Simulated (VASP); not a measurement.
# Pt (Pm-3m) in VASP: notebook, part 2 of 2

VASP 6.6.1. The steps go on from the part before.

## 3. Single point, revPBE (volume scaled by 0.92)

Input file INCAR:

```
PREC = Accurate
ENCUT = 520
EDIFF = 1E-6
ISMEAR = -1
SIGMA = 0.1
LREAL = F
LASPH = T
NELM = 80
ALGO = Normal
ISIF = 2
LWAVE = F
LCHARG = F
GGA = RE
NBANDS = 11
```

Input file KPOINTS:

```
Automatic mesh
0
Gamma
  13 13 13
```

Input file POSCAR:

```
Pt
1.0
    2.5654951508      0.0000000000      0.0000000000
    0.0000000000      2.5654951508      0.0000000000
    0.0000000000      0.0000000000      2.5654951508
Pt
1
Direct
    0.0000000000      0.0000000000      0.0000000000
```

Potentials or basis: VASP PAW PBE potentials, release 64 (Pt).

The run is started by

```
cat potpaw_PBE.64/Pt/POTCAR > POTCAR
mpirun -np 1 vasp_std > vasp.out
```

OUTCAR:

```text
PREC = Accurate
   ENCUT = 520
   EDIFF = 1E-6
   ISMEAR = -1
   LREAL = F
   LASPH = T
   NELM = 80
   ISIF = 2
   GGA = RE

 ion  position               nearest neighbor table
   1  0.000  0.000  0.000-

  LATTYP: Found a simple cubic cell.
 ALAT       =     2.5654951508

  Lattice vectors:

 A1 = (   2.5654951508,   0.0000000000,   0.0000000000)
 A2 = (   0.0000000000,   2.5654951508,   0.0000000000)
 A3 = (   0.0000000000,   0.0000000000,   2.5654951508)

Analysis of symmetry for initial positions (statically):
=====================================================================
 Subroutine PRICEL returns:
 Original cell was already a primitive cell.

 Routine SETGRP: Setting up the symmetry group for a
 simple cubic supercell.

 Subroutine GETGRP returns: Found 48 space group operations
 (whereof 48 operations were pure point group operations)
 out of a pool of 48 trial point group operations.

The static configuration has the point symmetry O_h .

Analysis of symmetry for dynamics (positions and initial velocities):
=====================================================================
 Subroutine PRICEL returns:
 Original cell was already a primitive cell.

 Routine SETGRP: Setting up the symmetry group for a
 simple cubic supercell.

 Subroutine GETGRP returns: Found 48 space group operations
 (whereof 48 operations were pure point group operations)
 out of a pool of 48 trial point group operations.

The dynamic configuration has the point symmetry O_h .

 Subroutine INISYM returns: Found 48 space group operations
 (whereof 48 operations are pure point group operations),
 and found     1 'primitive' translations

----------------------------------------------------------------------------------------

                                     Primitive cell

  volume of cell :      16.8855

  direct lattice vectors                    reciprocal lattice vectors
     2.565495151  0.000000000  0.000000000     0.389788303  0.000000000  0.000000000
[... 111 lines left out ...]
   AEXX    =    0.0000 exact exchange contribution
   IVDW    =     0    specifies the selected vdW correction
   LEPSILON=     F    determine dielectric tensor
   LRPA    =     F    only Hartree local field effects (RPA)
 non-spin polarized calculation
  energy-cutoff  :      520.00
  volume of cell :       16.89
 maximum number of plane-waves:       466
 NGX is ok and might be reduce to    20
   NGX =  9   NGY =  9   NGZ =  9

 number of electron      10.0000000 magnetization

 number of electron       9.9999997 magnetization

 Free energy of the ion-electron system (eV)
  ---------------------------------------------------
  ext. energy  EPLUGINS =         0.00000000
  ---------------------------------------------------
  free energy    TOTEN  =        -5.10361769 eV

  energy without entropy =       -5.06609180  energy(sigma->0) =       -5.08485474

 E-fermi :   9.3902     XC(G=0): -12.6135

 val. band max:        9.3894927492   @ k =   0.4615   0.1538   0.0000
 cond. band min:       9.3980807000   @ k =   0.0769   0.0769   0.0769
 fundamental gap:      0.0085879508
 Fermi energy:         9.3901655031

 k-point     1 :       0.0000    0.0000    0.0000
  band No.  band energies     occupation
      1       0.3745      2.00000
      2       3.1589      2.00000
      3       3.1589      2.00000
      4       9.7021      0.08466
      5       9.7021      0.08466
      6       9.7021      0.08466
      7      24.9258      0.00000
      8      24.9258      0.00000
      9      24.9258      0.00000
     10      30.9979      0.00000
     11      33.7397      0.00000
[... 309 lines left out ...]
 k-point    24 :       0.3846    0.3077    0.0000
  band No.  band energies     occupation
      1       3.7576      2.00000
      2       4.1606      2.00000
      3       7.5584      2.00000
      4       7.8406      2.00000
      5       8.3323      1.99995
      6       9.8948      0.01278
      7      16.9629      0.00000
      8      21.8610      0.00000
      9      26.5489      0.00000
     10      30.7800      0.00000
     11      33.6650      0.00000

 [... further k-points ...]

------------------------ aborting loop because EDIFF is reached ----------------------------------------

  FORCE on cell =-STRESS in cart. coord.  units (eV):
  Direction    XX          YY          ZZ          XY          YZ          ZX
  --------------------------------------------------------------------------------------
  -------------------------------------------------------------------------------------
  Total        1.8296885      1.8296885      1.8296885     -0.0000000     -0.0000000      0.0000000
  in kB      173.6097663    173.6097663    173.6097663     -0.0000000     -0.0000000      0.0000000
  external PRESSURE =     173.6097663 kB  Pullay stress =       0.0000000 kB

 VOLUME and BASIS-vectors are now :
 -----------------------------------------------------------------------------
  energy-cutoff  :      520.00
  volume of cell :       16.89
      direct lattice vectors                 reciprocal lattice vectors
     2.565495151  0.000000000  0.000000000     0.389788303  0.000000000  0.000000000
     0.000000000  2.565495151  0.000000000     0.000000000  0.389788303  0.000000000
     0.000000000  0.000000000  2.565495151     0.000000000  0.000000000  0.389788303

 POSITION                                       TOTAL-FORCE (eV/Angst)
 -----------------------------------------------------------------------------------
      0.00000      0.00000      0.00000         0.000000      0.000000      0.000000
 -----------------------------------------------------------------------------------
    total drift:                                0.000000      0.000000      0.000000

  FREE ENERGIE OF THE ION-ELECTRON SYSTEM (eV)
  ---------------------------------------------------
  free  energy   TOTEN  =        -5.1036176859 eV

  energy  without entropy=       -5.0660918034  energy(sigma->0) =       -5.08485474
```

OSZICAR:

```text
N       E                     dE             d eps       ncg     rms          rms(c)
DAV:   1     0.394129357943E+02    0.39413E+02   -0.53777E+03  1936   0.835E+02
DAV:   2    -0.480545453077E+01   -0.44218E+02   -0.42289E+02  2090   0.171E+02
DAV:   3    -0.540686274025E+01   -0.60141E+00   -0.59334E+00  2181   0.189E+01
DAV:   4    -0.540990925143E+01   -0.30465E-02   -0.30462E-02  2147   0.157E+00
DAV:   5    -0.540993992386E+01   -0.30672E-04   -0.30673E-04  2181   0.149E-01    0.106E+01
DAV:   6    -0.513218540316E+01    0.27775E+00   -0.63789E-01  1986   0.632E+00    0.575E+00
DAV:   7    -0.510641730948E+01    0.25768E-01   -0.85642E-02  2145   0.225E+00    0.233E+00
DAV:   8    -0.510369510079E+01    0.27222E-02   -0.45175E-03  2112   0.598E-01    0.327E-01
DAV:   9    -0.510361231485E+01    0.82786E-04   -0.43184E-05  2103   0.602E-02    0.278E-02
DAV:  10    -0.510361748215E+01   -0.51673E-05   -0.23725E-06  2195   0.152E-02    0.246E-03
DAV:  11    -0.510361768587E+01   -0.20371E-06   -0.60553E-08  1155   0.216E-03
   1 F= -.51036177E+01 E0= -.50848547E+01  d E =-.375259E-01
```

Wall time 4.4 s (1 thread of Intel Xeon 6975P-C (Granite Rapids), shared host); peak memory 0.13 GiB.

Results:

```
Free energy            : -5.1036 eV
Pressure               : 17.4 GPa
Band gap on the k mesh : zero (band 5 reaches 11.39 eV, above the bottom of band 6 at 8.23 eV)
```

Levels at points of the mesh, in eV from the Fermi level:
```csv
k point,band 3,band 4,band 5,band 6,band 7,band 8
"(0.00, 0.00, 0.00)",-6.23,0.31,0.31,0.31,15.54,15.54
```

Caveat: the cell differs from its parent crystal (volume scaled by 0.92); the PAW data sets were made with another functional, which shifts forces and pressure a little; spin-orbit coupling is left out, which moves the levels of the heavy elements.

## 4. Single point, revPBE (volume scaled by 0.96)

Input file INCAR:

```
SYSTEM = Pt
  PREC = Accurate
  ENCUT = 520
  EDIFF = 1E-7
  ISMEAR = -1
  SIGMA = 0.1
  LREAL = .False.
  LASPH = .True.
  NELM = 80
  ALGO = Normal
  ISIF = 2
  LWAVE = .False.
  LCHARG = .False.
  GGA = RE
  NBANDS = 11
```

Input file KPOINTS:

```
Automatic mesh
0
Gamma
  13 13 13
  0 0 0
```

Input file POSCAR:

```
Pt
1.0
    2.6021500338      0.0000000000      0.0000000000
    0.0000000000      2.6021500338      0.0000000000
    0.0000000000      0.0000000000      2.6021500338
Pt
1
Direct
    0.0000000000      0.0000000000      0.0000000000
```

The run is started by

```
cat potpaw_PBE.64/Pt/POTCAR > POTCAR
mpirun -np 1 vasp_std > vasp.out
```

It took 4.6 s on 1 thread of Intel Xeon 6975P-C (Granite Rapids), shared host; peak memory 0.13 GiB.

Results (log left out):

```
Free energy            : -5.1596 eV
Pressure               : 7.3 GPa
Band gap on the k mesh : zero (band 5 reaches 10.54 eV, above the bottom of band 6 at 7.60 eV)
```

Levels at points of the mesh, in eV from the Fermi level:
```csv
k point,band 1,band 2,band 3,band 4,band 5,band 6,band 7,band 8,band 9,band 10
"(0.00, 0.00, 0.00)",-8.61,-5.85,-5.85,0.27,0.27,0.27,15.31,15.31,15.31,21.14
```

Caveat: the cell differs from its parent crystal (volume scaled by 0.96); the PAW data sets were made with another functional, which shifts forces and pressure a little; spin-orbit coupling is left out, which moves the levels of the heavy elements.

## 5. Single point, revPBE

This run uses another cell than the first one, of 18.35 Å³/atom, 1.136 times its volume.

Input file INCAR:

```
PREC     = Accurate       # precision mode
ENCUT    = 520            # plane-wave cutoff, eV
EDIFF    = 1E-7           # SCF threshold, eV
ISMEAR   = -1             # smearing method
SIGMA    = 0.1            # smearing width, eV
LREAL    = False          # projectors in reciprocal space
LASPH    = True           # aspherical terms in the spheres
NELM     = 60             # most SCF steps
ALGO     = Normal         # electronic algorithm
ISIF     = 2              # what is computed and relaxed
LWAVE    = False          # write WAVECAR
LCHARG   = False          # write CHGCAR
GGA      = RE             # functional
NBANDS   = 11             # bands
```

Input file KPOINTS:

```
regular mesh
0
Gamma
  12 12 12
```

Input file POSCAR:

```
Pt
1.0
    2.6378003548      0.0000000000      0.0000000000
    0.0000000000      2.6378003548      0.0000000000
    0.0000000000      0.0000000000      2.6378003548
Pt
1
Direct
    0.0000000000      0.0000000000      0.0000000000
```

The run is started by

```
cat potpaw_PBE.64/Pt/POTCAR > POTCAR
mpirun -np 1 vasp_std > vasp.out
```

Run time: 5.2 s. Hardware: 1 thread of Intel Xeon 6975P-C (Granite Rapids), shared host; peak memory 0.13 GiB.

Results (log left out):

- Free energy: -5.1742 eV
- Pressure: -0.5 GPa
- Band gap on the k mesh: zero (band 5 reaches 9.99 eV, above the bottom of band 6 at 7.08 eV)

Levels at points of the mesh, in eV from the Fermi level:
| k point | band 1 | band 2 | band 3 | band 4 | band 5 | band 6 | band 7 | band 8 | band 9 | band 10 |
| --- | --- | --- | --- | --- | --- | --- | --- | --- | --- | --- |
| (0.00, 0.00, 0.00) | -8.16 | -5.43 | -5.43 | 0.31 | 0.31 | 0.31 | 15.15 | 15.15 | 15.15 | 20.76 |
| (0.50, 0.00, 0.00) | -5.60 | -4.88 | -1.76 | -1.76 | -0.33 | 0.51 | 4.37 | 16.54 | 19.46 | 20.87 |
| (0.50, 0.50, 0.00) | -5.57 | -4.44 | -1.38 | -1.38 | 1.88 | 4.54 | 4.54 | 9.33 | 13.32 | 21.33 |
| (0.50, 0.50, 0.50) | -4.62 | -4.62 | -4.62 | 2.02 | 2.02 | 9.95 | 9.95 | 9.95 | 10.11 | 16.22 |

Caveat: the PAW data sets were made with another functional, which shifts forces and pressure a little; spin-orbit coupling is left out, which moves the levels of the heavy elements.

## 6. Overview

| cell | k mesh | gap on the mesh (eV) | pressure (GPa) |
| --- | --- | --- | --- |
| a = 2.528 Å, 1 atom | 13 × 13 × 13 | none | 30.5 |
| a = 2.565 Å, 1 atom | 13 × 13 × 13 | none | 17.4 |
| a = 2.602 Å, 1 atom | 13 × 13 × 13 | none | 7.3 |
| a = 2.638 Å, 1 atom | 12 × 12 × 12 | none | -0.5 |

Alike in all rows: task single point; level revPBE; potentials or basis VASP PAW PBE potentials, release 64 (Pt); no spin polarisation; cutoff (eV) 520; smearing fermi-dirac 0.1 eV.

Caveats: the PAW data sets were made with another functional, which shifts forces and pressure a little; spin-orbit coupling is left out, which moves the levels of the heavy elements.

Absolute energies hang on the potentials; compare differences alone.
